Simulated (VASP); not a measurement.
# CF2 in VASP: single point with PBE+D3(BJ)

Aim: the single point of CF2 with PBE+D3(BJ).

Everything below comes from runs of VASP 6.6.1. Logs are shortened: lines on timing, memory, paths and dates and some standing lists are left out, and cuts for length are marked.

## Step 1: The cell of the first run

The cell holds a molecule in a box, 3 atoms: a = 15.000 Å, b = 15.500 Å, c = 16.000 Å, α = 90.00°, β = 90.00°, γ = 90.00°.

## Step 2: Single point, PBE+D3(BJ)

Contents of INCAR:

```
  ALGO = Normal
  EDIFF = 1E-6
  ENCUT = 1010
  GGA = PE
  GGA_COMPAT = False
  ISIF = 2
  ISMEAR = 0
  ISYM = 0
  IVDW = 12
  LASPH = True
  LCHARG = True
  LELF = True
  LREAL = False
  LVHAR = True
  LWAVE = False
  NBANDS = 16
  NELM = 120
  NELMDL = -8
  PREC = Accurate
  SIGMA = 0.005
```

Contents of KPOINTS:

```
k-points
0
Gamma
  1 1 1
```

Contents of POSCAR:

```
CF2
1.0
   15.0000000000      0.0000000000      0.0000000000
    0.0000000000     15.5000000000      0.0000000000
    0.0000000000      0.0000000000     16.0000000000
C F
1 2
Direct
    0.4994362051      0.4993867937      0.4664543293
    0.5697092421      0.5013828312      0.5157258915
    0.4308545529      0.4992303751      0.5178197792
```

Potentials or basis: VASP PAW PBE potentials, release 64 (C_h, F_h).

Run with:

```console
$ cat potpaw_PBE.64/C_h/POTCAR potpaw_PBE.64/F_h/POTCAR > POTCAR
$ mpirun -np 1 vasp_gam > vasp.out
```

OUTCAR:

```text
EDIFF = 1E-6
   ENCUT = 1010
   GGA = PE
   ISIF = 2
   ISMEAR = 0
   ISYM = 0
   IVDW = 12
   LASPH = True
   LREAL = False
   NELM = 120
   NELMDL = -8
   PREC = Accurate
 IVDW          = 12

 ion  position               nearest neighbor table
   1  0.499  0.499  0.466-   2 1.32   3 1.32
   2  0.570  0.501  0.516-   1 1.32
   3  0.431  0.499  0.518-   1 1.32

IMPORTANT INFORMATION: All symmetrisations will be switched off!
NOSYMM: (Re-)initialisation of all symmetry stuff for point group C_1.

----------------------------------------------------------------------------------------

                                     Primitive cell

  volume of cell :    3720.0000

  direct lattice vectors                    reciprocal lattice vectors
    15.000000000  0.000000000  0.000000000     0.066666667  0.000000000  0.000000000
     0.000000000 15.500000000  0.000000000     0.000000000  0.064516129  0.000000000
     0.000000000  0.000000000 16.000000000     0.000000000  0.000000000  0.062500000

  length of vectors
    15.000000000 15.500000000 16.000000000     0.066666667  0.064516129  0.062500000

  position of ions in fractional coordinates (direct lattice)
     0.499436205  0.499386794  0.466454329
     0.569709242  0.501382831  0.515725891
     0.430854553  0.499230375  0.517819779

  ion indices of the primitive-cell ions
   primitive index   ion index
                 1           1
                 2           2
                 3           3

----------------------------------------------------------------------------------------

 KPOINTS: k-points

Automatic generation of k-mesh.
 Grid dimensions read from file:
 generate k-points for:    1    1    1

 Generating k-lattice:

  Cartesian coordinates                     Fractional coordinates (reciprocal lattice)
     0.066666667  0.000000000  0.000000000     1.000000000  0.000000000  0.000000000
     0.000000000  0.064516129  0.000000000     0.000000000  1.000000000  0.000000000
     0.000000000  0.000000000  0.062500000     0.000000000  0.000000000  1.000000000

  Length of vectors
     0.066666667  0.064516129  0.062500000

  Shift w.r.t. Gamma in fractional coordinates (k-lattice)
     0.000000000  0.000000000  0.000000000

 Subroutine IBZKPT returns following result:
 ===========================================

 Found      1 irreducible k-points:

 Following reciprocal coordinates:
            Coordinates               Weight
  0.000000  0.000000  0.000000      1.000000
   k-points           NKPTS =      1   k-points in BZ     NKDIM =      1   number of bands    NBANDS=     16
   number of dos      NEDOS =    301   number of ions     NIONS =      3
   total plane-waves  NPLWV = ******
   dimension x,y,z NGX =   160 NGY =  162 NGZ =  168
   dimension x,y,z NGXF=   320 NGYF=  324 NGZF=  336
   ions per type =               1   2
   NGX,Y,Z   is equivalent  to a cutoff of  17.73, 17.38, 17.46 a.u.
   NGXF,Y,Z  is equivalent  to a cutoff of  35.47, 34.75, 34.91 a.u.
 SYSTEM =  unknown system
   PREC   = accura    normal or accurate (medium, high low for compatibility)
   ISTART =      0    job   : 0-new  1-cont  2-samecut
   ICHARG =      2    charge: 1-file 2-atom 10-const
   ISPIN  =      1    spin polarized calculation?
   LNONCOLLINEAR =      F non collinear calculations
   LSORBIT =      F    spin-orbit coupling
   LASPH  =      T    aspherical Exc in radial PAW
   ENCUT  = 1010.0 eV  74.23 Ry    8.62 a.u.  38.87 40.17 41.46*2*pi/ulx,y,z
   NELM   =    120;   NELMIN=  2; NELMDL= -8     # of ELM steps
   EDIFF  = 0.1E-05   stopping-criterion for ELM
   LREAL  =      F    real-space projection
   EDIFFG = 0.1E-04   stopping-criterion for IOM
   NSW    =      0    number of steps for IOM
   IBRION =     -1    ionic relax: 0-MD 1-quasi-New 2-CG
   NFREE  =      0    steps in history (QN), initial steepest desc. (CG)
   ISIF   =      2    stress and relaxation
   ISYM   =      0    0-nonsym 1-usesym 2-fastsym
   POTIM  = 0.5000    time-step for ionic-motion
   TEBEG  =    0.0;   TEEND  =   0.0 temperature during run
   PSTRESS=    0.0 pullay stress
   NELECT =      18.0000    total number of electrons
   NUPDOWN=      -1.0000    fix difference up-down
   EMIN   =  10.00;   EMAX   =-10.00  energy-range for DOS
   EFERMI =   0.00;   METHOD = LEGACY
   ISMEAR =     0;   SIGMA  =   0.01  broadening in eV -4-tet -1-fermi 0-gaus
   EFERMI_NEDOS =   21; number of points for ismear=-14 and -15
   IALGO  =     38    algorithm
   IMIX   =      4    mixing-type and parameters
     AMIX     =   0.40;   BMIX     =  1.00
     AMIX_MAG =   1.60;   BMIX_MAG =  1.00
  volume/ion in A,a.u.               =    1240.00      8367.93
  Fermi-wavevector in a.u.,A,eV,Ry     =   0.276897  0.523259  1.043184  0.076672
  Thomas-Fermi vector in A             =   1.122052
   LORBIT       =      0    0 simple, 1 ext, 2 COOP (PROOUT), +10 PAW based schemes
   GGA     = PE    functional components
   LHFCALC =     F    Hartree Fock is set to
   AEXX    =    0.0000 exact exchange contribution
   IVDW    =    12    specifies the selected vdW correction
   LEPSILON=     F    determine dielectric tensor
   LRPA    =     F    only Hartree local field effects (RPA)
 non-spin polarized calculation
 Gauss-broadening in eV      SIGMA  =   0.01
  energy-cutoff  :     1010.00
  volume of cell :     3720.00
 maximum number of plane-waves:    135616
 NGX is ok and might be reduce to   160
   NGX = 77   NGY = 81   NGZ = 83

 number of electron      18.0000001 magnetization

 Free energy of the ion-electron system (eV)
  ---------------------------------------------------
  ext. energy  EPLUGINS =         0.00000000
  ---------------------------------------------------
  free energy    TOTEN  =       -14.77093339 eV

  energy without entropy =      -14.77093339  energy(sigma->0) =      -14.77093339

 E-fermi :  -7.1847     XC(G=0):  -0.2309

 val. band max:       -7.2987367619   @ k =   0.0000   0.0000   0.0000
 cond. band min:      -3.7025104541   @ k =   0.0000   0.0000   0.0000
 fundamental gap:      3.5962263078
 Fermi energy:        -7.1846899509

 k-point     1 :       0.0000    0.0000    0.0000
  band No.  band energies     occupation
      1     -33.6358      2.00000
      2     -31.7317      2.00000
      3     -17.5517      2.00000
      4     -14.8718      2.00000
      5     -13.6076      2.00000
      6     -13.1977      2.00000
[... 8 lines left out ...]
     15       0.4739      0.00000
     16       0.6162      0.00000

------------------------ aborting loop because EDIFF is reached ----------------------------------------

 Edisp (eV)   -0.01852

 E8    (eV) :    -0.0053

  FORCE on cell =-STRESS in cart. coord.  units (eV):
  Direction    XX          YY          ZZ          XY          YZ          ZX
  --------------------------------------------------------------------------------------
  -------------------------------------------------------------------------------------
  Total       0.09363    -0.03535     0.01945     0.00205     0.00095    -0.00047
  in kB       0.04033    -0.01522     0.00838     0.00088     0.00041    -0.00020
  external pressure =        0.01 kB  Pullay stress =        0.00 kB

 VOLUME and BASIS-vectors are now :
 -----------------------------------------------------------------------------
  energy-cutoff  :     1010.00
  volume of cell :     3720.00
      direct lattice vectors                 reciprocal lattice vectors
    15.000000000  0.000000000  0.000000000     0.066666667  0.000000000  0.000000000
     0.000000000 15.500000000  0.000000000     0.000000000  0.064516129  0.000000000
     0.000000000  0.000000000 16.000000000     0.000000000  0.000000000  0.062500000

 POSITION                                       TOTAL-FORCE (eV/Angst)
 -----------------------------------------------------------------------------------
      7.49154      7.74050      7.46327        -0.002243     -0.001135     -0.071285
      8.54564      7.77143      8.25161         0.063183      0.002185      0.035601
      6.46282      7.73807      8.28512        -0.060940     -0.001050      0.035684
 -----------------------------------------------------------------------------------
    total drift:                               -0.000130     -0.000631      0.000786

  FREE ENERGIE OF THE ION-ELECTRON SYSTEM (eV)
  ---------------------------------------------------
  free  energy   TOTEN  =       -14.7894528561 eV

  energy  without entropy=      -14.7894528561  energy(sigma->0) =      -14.78945286
```

OSZICAR:

```text
N       E                     dE             d eps       ncg     rms          rms(c)
DAV:   1     0.186968342332E+03    0.18697E+03   -0.50424E+03    48   0.908E+02
DAV:   2     0.838123063710E+02   -0.10316E+03   -0.10124E+03    56   0.121E+02
DAV:   3     0.100302279031E+02   -0.73782E+02   -0.71882E+02    64   0.843E+01
[... 17 lines left out ...]
DAV:  21    -0.147709096861E+02   -0.24983E-04   -0.68735E-07    40   0.454E-03    0.473E-04
DAV:  22    -0.147709246885E+02   -0.15002E-04   -0.50378E-07    24   0.266E-03    0.171E-04
DAV:  23    -0.147709299412E+02   -0.52527E-05   -0.12467E-07    40   0.175E-03    0.169E-04
DAV:  24    -0.147709324380E+02   -0.24967E-05   -0.10536E-08    40   0.921E-04    0.817E-05
DAV:  25    -0.147709333913E+02   -0.95330E-06    0.23171E-08    40   0.675E-04
   1 F= -.14789453E+02 E0= -.14789453E+02  d E =0.000000E+00
```

Run time: 11 min. Hardware: 1 thread of AMD EPYC 9R45 (Zen 5), shared host; peak memory 5.4 GiB.

What came out:

```
Free energy                     : -14.7895 eV
Largest force                   : 0.073 eV/Å
Gap between the frontier levels : 3.60 eV
Dispersion energy per atom      : -0.006 eV
```

Forces in eV/Å, atoms in the order of the input:
```
C   -0.002 -0.001 -0.071
F    0.063  0.002  0.036
F   -0.061 -0.001  0.036
```

Levels at points of the mesh, in eV from the valence-band top:
```csv
k point,band 5,band 6,band 7,band 8,band 9,band 10,band 11,band 12,band 13,band 14
"(0.00, 0.00, 0.00)",-6.31,-5.90,-4.35,-3.49,0.00,3.60,7.08,7.59,7.67,7.77
```
